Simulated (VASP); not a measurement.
# LaAg (Pm-3m) in VASP: notebook, part 2 of 3

VASP 6.6.1. The steps go on from the part before.

### 3 Relaxation of cell and atoms, LDA

This run uses another cell than the first one, of 28.70 Å³/atom.

Input file INCAR:

```
PREC = Accurate
ENCUT = 600
EDIFF = 1E-7
ISMEAR = -1
SIGMA = 0.05
LREAL = F
LASPH = T
NELM = 100
ALGO = Normal
ISIF = 3
LWAVE = F
LCHARG = F
IBRION = 2
NSW = 100
EDIFFG = -0.005
```

Input file KPOINTS:

```
Automatic mesh
0
Gamma
  9 9 9
```

Input file POSCAR:

```
LaAg
1.0
    3.8577057357      0.0000000000      0.0000000000
    0.0000000000      3.8577057357      0.0000000000
    0.0000000000      0.0000000000      3.8577057357
La Ag
1 1
Direct
    0.5000000000      0.5000000000      0.5000000000
    0.0000000000      0.0000000000      0.0000000000
```

Potentials or basis: VASP PAW LDA potentials, release 64 (La, Ag).

Started as:

```
$ cat potpaw_LDA.64/La/POTCAR potpaw_LDA.64/Ag/POTCAR > POTCAR
$ mpirun -np 1 vasp_std > vasp.out
```

OUTCAR:

```text
PREC = Accurate
   ENCUT = 600
   EDIFF = 1E-7
   ISMEAR = -1
   LREAL = F
   LASPH = T
   NELM = 100
   ISIF = 3
   IBRION = 2
   NSW = 100
   EDIFFG = -0.005

 ion  position               nearest neighbor table
   1  0.500  0.500  0.500-   2 3.34   2 3.34   2 3.34   2 3.34   2 3.34   2 3.34   2 3.34   2 3.34

   2  0.000  0.000  0.000-   1 3.34   1 3.34   1 3.34   1 3.34   1 3.34   1 3.34   1 3.34   1 3.34

  LATTYP: Found a simple cubic cell.
 ALAT       =     3.8577057357

  Lattice vectors:

 A1 = (   3.8577057357,   0.0000000000,   0.0000000000)
 A2 = (   0.0000000000,   3.8577057357,   0.0000000000)
 A3 = (   0.0000000000,   0.0000000000,   3.8577057357)

Analysis of symmetry for initial positions (statically):
=====================================================================
 Subroutine PRICEL returns:
 Original cell was already a primitive cell.

 Routine SETGRP: Setting up the symmetry group for a
 simple cubic supercell.

 Subroutine GETGRP returns: Found 48 space group operations
 (whereof 48 operations were pure point group operations)
 out of a pool of 48 trial point group operations.

The static configuration has the point symmetry O_h .

Analysis of symmetry for dynamics (positions and initial velocities):
=====================================================================
 Subroutine PRICEL returns:
 Original cell was already a primitive cell.

 Routine SETGRP: Setting up the symmetry group for a
 simple cubic supercell.

 Subroutine GETGRP returns: Found 48 space group operations
 (whereof 48 operations were pure point group operations)
 out of a pool of 48 trial point group operations.

The dynamic configuration has the point symmetry O_h .

 Subroutine INISYM returns: Found 48 space group operations
 (whereof 48 operations are pure point group operations),
 and found     1 'primitive' translations

----------------------------------------------------------------------------------------

                                     Primitive cell

  volume of cell :      57.4100

  direct lattice vectors                    reciprocal lattice vectors
     3.857705736  0.000000000  0.000000000     0.259221431  0.000000000  0.000000000
     0.000000000  3.857705736  0.000000000     0.000000000  0.259221431  0.000000000
     0.000000000  0.000000000  3.857705736     0.000000000  0.000000000  0.259221431

  length of vectors
     3.857705736  3.857705736  3.857705736     0.259221431  0.259221431  0.259221431

  position of ions in fractional coordinates (direct lattice)
     0.500000000  0.500000000  0.500000000
     0.000000000  0.000000000  0.000000000

  ion indices of the primitive-cell ions
   primitive index   ion index
                 1           1
                 2           2

----------------------------------------------------------------------------------------

 KPOINTS: Automatic mesh

Automatic generation of k-mesh.
 Grid dimensions read from file:
 generate k-points for:    9    9    9

 Generating k-lattice:

  Cartesian coordinates                     Fractional coordinates (reciprocal lattice)
     0.028802381  0.000000000  0.000000000     0.111111111  0.000000000  0.000000000
     0.000000000  0.028802381  0.000000000     0.000000000  0.111111111  0.000000000
     0.000000000  0.000000000  0.028802381     0.000000000  0.000000000  0.111111111

  Length of vectors
     0.028802381  0.028802381  0.028802381
[... 45 lines left out ...]
   PREC   = accura    normal or accurate (medium, high low for compatibility)
   ISTART =      0    job   : 0-new  1-cont  2-samecut
   ICHARG =      2    charge: 1-file 2-atom 10-const
   ISPIN  =      1    spin polarized calculation?
   LNONCOLLINEAR =      F non collinear calculations
   LSORBIT =      F    spin-orbit coupling
   LASPH  =      T    aspherical Exc in radial PAW
   ENCUT  =  600.0 eV  44.10 Ry    6.64 a.u.   7.70  7.70  7.70*2*pi/ulx,y,z
   NELM   =    100;   NELMIN=  2; NELMDL= -5     # of ELM steps
   EDIFF  = 0.1E-06   stopping-criterion for ELM
   LREAL  =      F    real-space projection
   EDIFFG = -.5E-02   stopping-criterion for IOM
   NSW    =    100    number of steps for IOM
   IBRION =      2    ionic relax: 0-MD 1-quasi-New 2-CG
   NFREE  =      1    steps in history (QN), initial steepest desc. (CG)
   ISIF   =      3    stress and relaxation
   ISYM   =      2    0-nonsym 1-usesym 2-fastsym
   POTIM  = 0.5000    time-step for ionic-motion
   TEBEG  =    0.0;   TEEND  =   0.0 temperature during run
   PSTRESS=    0.0 pullay stress
   NELECT =      22.0000    total number of electrons
   NUPDOWN=      -1.0000    fix difference up-down
   EMIN   =  10.00;   EMAX   =-10.00  energy-range for DOS
   EFERMI =   0.00;   METHOD = LEGACY
   ISMEAR =    -1;   SIGMA  =   0.05  broadening in eV -4-tet -1-fermi 0-gaus
   EFERMI_NEDOS =   21; number of points for ismear=-14 and -15
   IALGO  =     38    algorithm
   IMIX   =      4    mixing-type and parameters
     AMIX     =   0.40;   BMIX     =  1.00
     AMIX_MAG =   1.60;   BMIX_MAG =  1.00
  volume/ion in A,a.u.               =      28.70       193.71
  Fermi-wavevector in a.u.,A,eV,Ry     =   1.189104  2.247081 19.238218  1.413969
  Thomas-Fermi vector in A             =   2.325219
   LORBIT       =      0    0 simple, 1 ext, 2 COOP (PROOUT), +10 PAW based schemes
   GGA     = CA    functional components
   LHFCALC =     F    Hartree Fock is set to
   AEXX    =    0.0000 exact exchange contribution
   IVDW    =     0    specifies the selected vdW correction
   LEPSILON=     F    determine dielectric tensor
   LRPA    =     F    only Hartree local field effects (RPA)
 conjugate gradient relaxation of ions
 non-spin polarized calculation
  energy-cutoff  :      600.00
  volume of cell :       57.41
 maximum number of plane-waves:      1935
 NGX is ok and might be reduce to    32
   NGX = 15   NGY = 15   NGZ = 15

--------------------------------------- Ionic step        1  -------------------------------------------

 number of electron      21.9999996 magnetization

 Free energy of the ion-electron system (eV)
  ---------------------------------------------------
  ext. energy  EPLUGINS =         0.00000000
  ---------------------------------------------------
  free energy    TOTEN  =        -9.66845526 eV

  energy without entropy =       -9.65441922  energy(sigma->0) =       -9.66143724

------------------------ aborting loop because EDIFF is reached ----------------------------------------

  FORCE on cell =-STRESS in cart. coord.  units (eV):
  Direction    XX          YY          ZZ          XY          YZ          ZX
  --------------------------------------------------------------------------------------
  -------------------------------------------------------------------------------------
  Total       -2.1469241     -2.1469241     -2.1469241      0.0000000      0.0000000     -0.0000000
  in kB      -59.9156088    -59.9156088    -59.9156088      0.0000000      0.0000000     -0.0000000
  external PRESSURE =     -59.9156088 kB  Pullay stress =       0.0000000 kB
[... 131 lines left out ...]
--------------------------------------- Ionic step        5  -------------------------------------------

 number of electron      22.0000004 magnetization

 Free energy of the ion-electron system (eV)
  ---------------------------------------------------
  ext. energy  EPLUGINS =         0.00000000
  ---------------------------------------------------
  free energy    TOTEN  =        -9.80119779 eV

  energy without entropy =       -9.78802668  energy(sigma->0) =       -9.79461223

 E-fermi :   8.6476     XC(G=0): -10.9630

 val. band max:        8.6258694980   @ k =   0.4444   0.2222   0.2222
 cond. band min:       8.6838901181   @ k =   0.4444   0.1111   0.0000
 fundamental gap:      0.0580206201
 Fermi energy:         8.6476358224

 k-point     1 :       0.0000    0.0000    0.0000
  band No.  band energies     occupation
      1     -24.1815      2.00000
      2      -7.5471      2.00000
      3      -7.5471      2.00000
      4      -7.5471      2.00000
      5       3.1226      2.00000
      6       3.1226      2.00000
      7       3.2728      2.00000
      8       3.8410      2.00000
      9       3.8410      2.00000
     10       3.8410      2.00000
     11       8.8447      0.03814
     12       8.8447      0.03814
     13      10.2486      0.00000
     14      10.2486      0.00000
[... 401 lines left out ...]
      2      -8.3052      2.00000
      3      -8.0979      2.00000
      4      -7.5105      2.00000
      5       3.3970      2.00000
      6       3.4176      2.00000
      7       3.6016      2.00000
      8       3.6677      2.00000
      9       4.1182      2.00000
     10       6.0568      2.00000
     11       8.4050      1.98450
     12       9.2253      0.00002
     13       9.8960      0.00000
     14      10.1698      0.00000
     15      10.2503      0.00000

 [... further k-points ...]
[... 5 lines left out ...]
  --------------------------------------------------------------------------------------
  -------------------------------------------------------------------------------------
  Total        0.0083914      0.0083914      0.0083914     -0.0000000     -0.0000000     -0.0000000
  in kB        0.2633877      0.2633877      0.2633877     -0.0000000     -0.0000000     -0.0000000
  external PRESSURE =       0.2633877 kB  Pullay stress =       0.0000000 kB
[... 17 lines left out ...]
  FREE ENERGIE OF THE ION-ELECTRON SYSTEM (eV)
  ---------------------------------------------------
  free  energy   TOTEN  =        -9.8011977904 eV

  energy  without entropy=       -9.7880266790  energy(sigma->0) =       -9.79461223

 reached required accuracy - stopping structural energy minimisation
```

CONTCAR:

```text
LaAg
   1.00000000000000
     3.7095034087396144    0.0000000000000000   -0.0000000000000000
    -0.0000000000000000    3.7095034087396144    0.0000000000000000
    -0.0000000000000000    0.0000000000000000    3.7095034087396144
  La              Ag
     1     1
Direct
     0.5000000000000000    0.5000000000000000    0.5000000000000000
     0.0000000000000000    1.0000000000000000    0.0000000000000000

  0.00000000E+00  0.00000000E+00  0.00000000E+00
  0.00000000E+00  0.00000000E+00  0.00000000E+00
```

It took 48 s on 1 thread of Intel Xeon 6975P-C (Granite Rapids), shared host; peak memory 0.2 GiB.

Results:

```
Free energy                           : -9.8012 eV
Relaxed volume                        : 25.52 Å³/atom
Relaxed cell                          : a = 3.710 Å, b = 3.710 Å, c = 3.710 Å, α = 90.00°, β = 90.00°, γ = 90.00°
Space group after relaxing (to 0.1 Å) : Pm-3m (No. 221)
Energy gained by relaxing             : 66.4 meV/atom
Ionic steps                           : 5
Pressure after relaxing               : 0.0 GPa
Band gap on the k mesh                : zero (bands 11 and 12 overlap by 2.29 eV)
```

Step by step:
```
step  energy change (eV)  largest force (eV/Å)  pressure (GPa)  volume (Å³)
   1              0.0000                0.0000           -5.99        57.41
   2             -0.1146                0.0000            3.40        48.94
   3             -0.1327                0.0000           -0.06        51.06
   4             -0.1327                0.0000            0.10        50.94
   5             -0.1327                0.0000            0.03        51.04
```

Final structure:
```yaml
crystal:
  lattice:
    - [3.70950, 0.00000, 0.00000]
    - [0.00000, 3.70950, 0.00000]
    - [0.00000, 0.00000, 3.70950]
  atoms:
    - { symbol: La, position: [0.50000, 0.50000, 0.50000] }
    - { symbol: Ag, position: [0.00000, 0.00000, 0.00000] }
```

Levels at points of the mesh, in eV from the Fermi level:
```
           k point  band 8  band 9  band 10  band 11  band 12  band 13  band 14  band 15
(0.00, 0.00, 0.00)   -4.81   -4.81    -4.81     0.20     0.20     1.60     1.60     1.60
```

Caveat: spin-orbit coupling is left out, which moves the levels of the heavy elements.

### 4 Single point, LDA

Input file INCAR:

```
  ALGO = Normal
  EDIFF = 1E-6
  ENCUT = 520
  ISIF = 2
  ISMEAR = -1
  LASPH = True
  LCHARG = True
  LELF = True
  LREAL = False
  LVHAR = True
  LWAVE = False
  NBANDS = 18
  NELM = 100
  PREC = Accurate
  SIGMA = 0.05
```

Input file KPOINTS:

```
k-points
0
Gamma
  9 9 9
```

Input file POSCAR:

```
LaAg
1.0
    3.7085414645      0.0000000000      0.0000000000
    0.0000000000      3.7085414645      0.0000000000
    0.0000000000      0.0000000000      3.7085414645
La Ag
1 1
Direct
    0.5000000000      0.5000000000      0.5000000000
    0.0000000000      0.0000000000      0.0000000000
```

Potentials or basis: VASP PAW LDA potentials, release 64 (La, Ag).

Started as:

```
$ cat potpaw_LDA.64/La/POTCAR potpaw_LDA.64/Ag/POTCAR > POTCAR
$ mpirun -np 1 vasp_std > vasp.out
```

OUTCAR:

```text
EDIFF = 1E-6
   ENCUT = 520
   ISIF = 2
   ISMEAR = -1
   LASPH = True
   LREAL = False
   NELM = 100
   PREC = Accurate

 ion  position               nearest neighbor table
   1  0.500  0.500  0.500-   2 3.21   2 3.21   2 3.21   2 3.21   2 3.21   2 3.21   2 3.21   2 3.21

   2  0.000  0.000  0.000-   1 3.21   1 3.21   1 3.21   1 3.21   1 3.21   1 3.21   1 3.21   1 3.21

  LATTYP: Found a simple cubic cell.
 ALAT       =     3.7085414645

  Lattice vectors:

 A1 = (   3.7085414645,   0.0000000000,   0.0000000000)
 A2 = (   0.0000000000,   3.7085414645,   0.0000000000)
 A3 = (   0.0000000000,   0.0000000000,   3.7085414645)

Analysis of symmetry for initial positions (statically):
=====================================================================
 Subroutine PRICEL returns:
 Original cell was already a primitive cell.

 Routine SETGRP: Setting up the symmetry group for a
 simple cubic supercell.

 Subroutine GETGRP returns: Found 48 space group operations
 (whereof 48 operations were pure point group operations)
 out of a pool of 48 trial point group operations.

The static configuration has the point symmetry O_h .

[... 154 lines left out ...]
  ext. energy  EPLUGINS =         0.00000000
  ---------------------------------------------------
  free energy    TOTEN  =        -9.80043002 eV

  energy without entropy =       -9.78726792  energy(sigma->0) =       -9.79384897

 E-fermi :   8.6566     XC(G=0): -10.9667

 val. band max:        8.6345551778   @ k =   0.4444   0.2222   0.2222
 cond. band min:       8.6924056972   @ k =   0.4444   0.1111   0.0000
 fundamental gap:      0.0578505194
 Fermi energy:         8.6566212484

 k-point     1 :       0.0000    0.0000    0.0000
  band No.  band energies     occupation
      1     -24.1709      2.00000
      2      -7.5359      2.00000
      3      -7.5359      2.00000
      4      -7.5359      2.00000
      5       3.1284      2.00000
      6       3.1284      2.00000
[... 481 lines left out ...]
      5       3.4032      2.00000
      6       3.4241      2.00000
[... 10 lines left out ...]
     17      10.5510      0.00000
     18      10.6542      0.00000

 [... further k-points ...]
[... 5 lines left out ...]
  --------------------------------------------------------------------------------------
  -------------------------------------------------------------------------------------
  Total       -0.0033871     -0.0033871     -0.0033871      0.0000000      0.0000000      0.0000000
  in kB       -0.1063982     -0.1063982     -0.1063982      0.0000000      0.0000000      0.0000000
  external PRESSURE =      -0.1063982 kB  Pullay stress =       0.0000000 kB

 VOLUME and BASIS-vectors are now :
 -----------------------------------------------------------------------------
  energy-cutoff  :      520.00
  volume of cell :       51.00
      direct lattice vectors                 reciprocal lattice vectors
     3.708541465  0.000000000  0.000000000     0.269647787  0.000000000  0.000000000
     0.000000000  3.708541465  0.000000000     0.000000000  0.269647787  0.000000000
     0.000000000  0.000000000  3.708541465     0.000000000  0.000000000  0.269647787

 POSITION                                       TOTAL-FORCE (eV/Angst)
 -----------------------------------------------------------------------------------
      1.85427      1.85427      1.85427         0.000000      0.000000      0.000000
      0.00000      0.00000      0.00000         0.000000      0.000000      0.000000
 -----------------------------------------------------------------------------------
    total drift:                               -0.000000      0.000000      0.000000

  FREE ENERGIE OF THE ION-ELECTRON SYSTEM (eV)
  ---------------------------------------------------
  free  energy   TOTEN  =        -9.8004300155 eV

  energy  without entropy=       -9.7872679246  energy(sigma->0) =       -9.79384897
```

Run time: 13 s. Hardware: 1 thread of Intel Xeon 6975P-C (Granite Rapids), shared host; peak memory 0.17 GiB.

What came out:

- Free energy: -9.8004 eV
- Pressure: 0.0 GPa
- Band gap on the k mesh: zero (bands 11 and 12 overlap by 2.29 eV)

Caveat: spin-orbit coupling is left out, which moves the levels of the heavy elements.

(Part 2 of 3 ends here.)
